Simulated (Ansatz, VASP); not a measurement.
## Sb: VASP beside Ansatz

```
CELL_PARAMETERS angstrom
3.08753 0.00000 0.00000
0.00000 3.08753 0.00000
0.00000 0.00000 3.08753
ATOMIC_POSITIONS crystal
Sb 0.00000 0.00000 0.00000
```

Alike in both runs: task single point; functional r2SCAN; k mesh 16 × 16 × 16; occupations gaussian, width 0.1 eV; no spin polarisation.

```csv
,VASP,Ansatz
version,VASP 6.6.1,Ansatz 0.2.0
potentials or method,"VASP PAW PBE potentials, release 64 (Sb), cutoff 520 eV","scalar-relativistic, plane waves, PAW"
valence electrons in the cell,5,15
```

|  | VASP | Ansatz | Ansatz less VASP |
| --- | --- | --- | --- |
| gap on the k mesh at the Fermi level (eV) | none | none | - |
| pressure (GPa) | -0.2 | -0.2 | -0.03 |

VASP's potentials were made for PBE, not for r2SCAN. A gap of «none» marks a metal or a gap that the smearing closes. VASP's potentials hold 5 valence electrons a cell and Ansatz's 15, so a difference there can come from the potentials and not from the codes.

Neither program's run includes spin-orbit coupling.
